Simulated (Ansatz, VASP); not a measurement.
# One calculation of Ir, two programs

```
Ir
1.0
     0.00000    1.89578    1.89578
     1.89578    0.00000    1.89578
     1.89578    1.89578    0.00000
Ir
1
Direct
  0.00000 0.00000 0.00000
```

Alike in both runs: task single point; functional PBEsol; k mesh 18 × 18 × 18; occupations gaussian, width 0.1 eV; no spin polarisation.

```csv
,VASP,Ansatz
version,VASP 6.6.1,Ansatz 0.2.0
potentials or method,"VASP PAW PBE potentials, release 64 (Ir_sv_GW), cutoff 500 eV","scalar-relativistic, plane waves, PAW"
valence electrons in the cell,17,17
```

```csv
,VASP,Ansatz,Ansatz less VASP
gap on the k mesh at the Fermi level (eV),none,none,-
pressure (GPa),9.3,12.7,+3.39
```

VASP's potentials were made for PBE, not for PBEsol. A gap of «none» marks a metal or a gap that the smearing closes. The functional is the same, so the differences come from potentials, cutoffs and numerics.

Spin-orbit coupling is off throughout.
